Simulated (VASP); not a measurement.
# KF in VASP: notebook, part 2 of 3

VASP 6.6.1. The steps go on from the part before.

## (5) Single point, PBE (epitaxial 111 strain -0.5%)

File INCAR:

```
  ALGO = Normal
  EDIFF = 1E-7
  ENCUT = 520
  GGA = PE
  ISIF = 2
  ISMEAR = 0
  LASPH = T
  LCHARG = F
  LREAL = F
  LWAVE = F
  NBANDS = 15
  NELM = 60
  PREC = Accurate
  SIGMA = 0.01
```

File KPOINTS:

```
k-points
0
Gamma
  4 4 4
```

File POSCAR:

```
KF
1.0
    0.0167879801      2.6624537327      2.6624537327
    2.6624537327      0.0167879801      2.6624537327
    2.6624537327      2.6624537327      0.0167879801
K F
1 1
Direct
    0.0000000000      0.0000000000      0.0000000000
    0.5000000000      0.5000000000      0.5000000000
```

Potentials or basis: VASP PAW PBE potentials, release 64 (K_sv, F).

On the command line:

```sh
> cat potpaw_PBE.64/K_sv/POTCAR potpaw_PBE.64/F/POTCAR > POTCAR
> mpirun -np 1 vasp_std > vasp.out
```

OUTCAR:

```text
EDIFF = 1E-7
   ENCUT = 520
   GGA = PE
   ISIF = 2
   ISMEAR = 0
   LASPH = T
   LREAL = F
   NELM = 60
   PREC = Accurate

 ion  position               nearest neighbor table
   1  0.000  0.000  0.000-   2 2.65   2 2.65   2 2.65   2 2.65   2 2.65   2 2.65
   2  0.500  0.500  0.500-   1 2.65   1 2.65   1 2.65   1 2.65   1 2.65   1 2.65

  LATTYP: Found a trigonal (rhomboedric) cell.
 ALAT       =     3.7653156035
 COS(alpha) =     0.5062953894

  Lattice vectors:

 A1 = (   0.0167879801,   2.6624537327,   2.6624537327)
 A2 = (   2.6624537327,   0.0167879801,   2.6624537327)
 A3 = (   2.6624537327,   2.6624537327,   0.0167879801)

Analysis of symmetry for initial positions (statically):
=====================================================================
 Subroutine PRICEL returns:
 Original cell was already a primitive cell.

 Routine SETGRP: Setting up the symmetry group for a
 trigonal (rhombohedral) supercell.

 Subroutine GETGRP returns: Found 12 space group operations
 (whereof 12 operations were pure point group operations)
 out of a pool of 12 trial point group operations.

The static configuration has the point symmetry D_3d.

Analysis of symmetry for dynamics (positions and initial velocities):
=====================================================================
 Subroutine PRICEL returns:
 Original cell was already a primitive cell.

 Routine SETGRP: Setting up the symmetry group for a
 trigonal (rhombohedral) supercell.

 Subroutine GETGRP returns: Found 12 space group operations
 (whereof 12 operations were pure point group operations)
 out of a pool of 12 trial point group operations.

The dynamic configuration has the point symmetry D_3d.

 Subroutine INISYM returns: Found 12 space group operations
 (whereof 12 operations are pure point group operations),
 and found     1 'primitive' translations

----------------------------------------------------------------------------------------

                                     Primitive cell

  volume of cell :      37.3894

  direct lattice vectors                    reciprocal lattice vectors
     0.016787980  2.662453733  2.662453733    -0.189582304  0.188394392  0.188394392
     2.662453733  0.016787980  2.662453733     0.188394392 -0.189582304  0.188394392
     2.662453733  2.662453733  0.016787980     0.188394392  0.188394392 -0.189582304

  length of vectors
     3.765315603  3.765315603  3.765315603     0.326995939  0.326995939  0.326995939

  position of ions in fractional coordinates (direct lattice)
     0.000000000  0.000000000  0.000000000
     0.500000000  0.500000000  0.500000000

  ion indices of the primitive-cell ions
   primitive index   ion index
                 1           1
                 2           2

----------------------------------------------------------------------------------------

 KPOINTS: k-points

Automatic generation of k-mesh.
 Grid dimensions read from file:
 generate k-points for:    4    4    4

 Generating k-lattice:

[... 26 lines left out ...]
  0.500000  0.250000  0.250000      6.000000
 -0.250000  0.250000  0.250000      6.000000
  0.500000  0.500000  0.250000      6.000000
 -0.250000  0.500000  0.250000      6.000000
  0.500000  0.500000  0.500000      1.000000
   k-points           NKPTS =     13   k-points in BZ     NKDIM =     13   number of bands    NBANDS=     15
   number of dos      NEDOS =    301   number of ions     NIONS =      2
   total plane-waves  NPLWV =  21952
   dimension x,y,z NGX =    28 NGY =   28 NGZ =   28
   dimension x,y,z NGXF=    56 NGYF=   56 NGZF=   56
   ions per type =               1   1
   NGX,Y,Z   is equivalent  to a cutoff of  12.36, 12.36, 12.36 a.u.
   NGXF,Y,Z  is equivalent  to a cutoff of  24.73, 24.73, 24.73 a.u.
 SYSTEM =  unknown system
   PREC   = accura    normal or accurate (medium, high low for compatibility)
   ISTART =      0    job   : 0-new  1-cont  2-samecut
   ICHARG =      2    charge: 1-file 2-atom 10-const
   ISPIN  =      1    spin polarized calculation?
   LNONCOLLINEAR =      F non collinear calculations
   LSORBIT =      F    spin-orbit coupling
   LASPH  =      T    aspherical Exc in radial PAW
   ENCUT  =  520.0 eV  38.22 Ry    6.18 a.u.   7.00  7.00  7.00*2*pi/ulx,y,z
   NELM   =     60;   NELMIN=  2; NELMDL= -5     # of ELM steps
   EDIFF  = 0.1E-06   stopping-criterion for ELM
   LREAL  =      F    real-space projection
   EDIFFG = 0.1E-05   stopping-criterion for IOM
   NSW    =      0    number of steps for IOM
   IBRION =     -1    ionic relax: 0-MD 1-quasi-New 2-CG
   NFREE  =      0    steps in history (QN), initial steepest desc. (CG)
   ISIF   =      2    stress and relaxation
   ISYM   =      2    0-nonsym 1-usesym 2-fastsym
   POTIM  = 0.5000    time-step for ionic-motion
   TEBEG  =    0.0;   TEEND  =   0.0 temperature during run
   PSTRESS=    0.0 pullay stress
   NELECT =      16.0000    total number of electrons
   NUPDOWN=      -1.0000    fix difference up-down
   EMIN   =  10.00;   EMAX   =-10.00  energy-range for DOS
   EFERMI =   0.00;   METHOD = LEGACY
   ISMEAR =     0;   SIGMA  =   0.01  broadening in eV -4-tet -1-fermi 0-gaus
   EFERMI_NEDOS =   21; number of points for ismear=-14 and -15
   IALGO  =     38    algorithm
   IMIX   =      4    mixing-type and parameters
     AMIX     =   0.40;   BMIX     =  1.00
     AMIX_MAG =   1.60;   BMIX_MAG =  1.00
  volume/ion in A,a.u.               =      18.69       126.16
  Fermi-wavevector in a.u.,A,eV,Ry     =   1.233668  2.331295 20.707222  1.521938
  Thomas-Fermi vector in A             =   2.368390
   LORBIT       =      0    0 simple, 1 ext, 2 COOP (PROOUT), +10 PAW based schemes
   GGA     = PE    functional components
   LHFCALC =     F    Hartree Fock is set to
   AEXX    =    0.0000 exact exchange contribution
   IVDW    =     0    specifies the selected vdW correction
   LEPSILON=     F    determine dielectric tensor
   LRPA    =     F    only Hartree local field effects (RPA)
 non-spin polarized calculation
 Gauss-broadening in eV      SIGMA  =   0.01
  energy-cutoff  :      520.00
  volume of cell :       37.39
 maximum number of plane-waves:      1016
   NGX = 13   NGY = 13   NGZ = 13

 number of electron      16.0000012 magnetization

 Free energy of the ion-electron system (eV)
  ---------------------------------------------------
  ext. energy  EPLUGINS =         0.00000000
  ---------------------------------------------------
  free energy    TOTEN  =        -8.28049199 eV

  energy without entropy =       -8.28049199  energy(sigma->0) =       -8.28049199

 E-fermi :  -2.5778     XC(G=0):  -8.4953

 val. band max:       -2.7462762885   @ k =   0.0000   0.0000   0.0000
 cond. band min:       3.5222244936   @ k =   0.0000   0.0000   0.0000
 fundamental gap:      6.2685007821
 Fermi energy:        -2.5778039091

 k-point     1 :       0.0000    0.0000    0.0000
  band No.  band energies     occupation
      1     -28.8328      2.00000
      2     -21.4164      2.00000
      3     -12.0710      2.00000
      4     -12.0665      2.00000
      5     -12.0665      2.00000
      6      -2.7555      2.00000
      7      -2.7463      2.00000
      8      -2.7463      2.00000
      9       3.5222      0.00000
     10       7.9215      0.00000
     11       8.0165      0.00000
     12       8.0165      0.00000
     13       9.6844      0.00000
     14       9.6844      0.00000
[... 203 lines left out ...]
      2     -21.5178      2.00000
      3     -12.3423      2.00000
      4     -12.1017      2.00000
      5     -12.1017      2.00000
      6      -3.5643      2.00000
      7      -3.1012      2.00000
      8      -3.1012      2.00000
      9       6.3795      0.00000
     10       7.9799      0.00000
     11       9.4049      0.00000
     12       9.4049      0.00000
     13      11.6772      0.00000
     14      11.6772      0.00000
     15      13.5558      0.00000

------------------------ aborting loop because EDIFF is reached ----------------------------------------

  FORCE on cell =-STRESS in cart. coord.  units (eV):
  Direction    XX          YY          ZZ          XY          YZ          ZX
  --------------------------------------------------------------------------------------
  -------------------------------------------------------------------------------------
  Total        0.5089790      0.5089790      0.5089790     -0.0193958     -0.0193958     -0.0193958
  in kB       21.8102865     21.8102865     21.8102865     -0.8311299     -0.8311299     -0.8311299
  external PRESSURE =      21.8102865 kB  Pullay stress =       0.0000000 kB

 VOLUME and BASIS-vectors are now :
 -----------------------------------------------------------------------------
  energy-cutoff  :      520.00
  volume of cell :       37.39
      direct lattice vectors                 reciprocal lattice vectors
     0.016787980  2.662453733  2.662453733    -0.189582304  0.188394392  0.188394392
     2.662453733  0.016787980  2.662453733     0.188394392 -0.189582304  0.188394392
     2.662453733  2.662453733  0.016787980     0.188394392  0.188394392 -0.189582304

 POSITION                                       TOTAL-FORCE (eV/Angst)
 -----------------------------------------------------------------------------------
      0.00000      0.00000      0.00000        -0.000000      0.000000     -0.000000
      2.67085      2.67085      2.67085         0.000000     -0.000000      0.000000
 -----------------------------------------------------------------------------------
    total drift:                                0.000000      0.000000      0.000000

  FREE ENERGIE OF THE ION-ELECTRON SYSTEM (eV)
  ---------------------------------------------------
  free  energy   TOTEN  =        -8.2804919947 eV

  energy  without entropy=       -8.2804919947  energy(sigma->0) =       -8.28049199
```

It took 6.9 s on 1 thread of AMD EPYC 7R13 (Zen 3), shared host; peak memory 0.12 GiB.

What came out:

| Property | Result |
| --- | --- |
| Free energy | -8.2805 eV |
| Pressure | 2.2 GPa |
| Band gap on the k mesh | 6.27 eV |

Levels at points of the mesh, in eV from the valence-band top:
```csv
k point,band 5,band 6,band 7,band 8,band 9,band 10,band 11,band 12
"(0.00, 0.00, 0.00)",-9.32,-0.01,0.00,0.00,6.27,10.67,10.76,10.76
"(0.50, 0.00, 0.00)",-9.36,-0.82,-0.38,-0.36,9.16,10.76,12.12,12.21
"(0.50, 0.50, 0.00)",-9.54,-0.21,-0.06,-0.05,8.21,10.41,11.97,13.71
"(0.50, 0.50, 0.50)",-9.36,-0.82,-0.35,-0.35,9.13,10.73,12.15,12.15
```

Caveat: the k points lie up to 0.51 Å⁻¹ apart; the cell differs from its parent crystal (epitaxial 111 strain -0.5%).

(Part 2 of 3 ends here.)
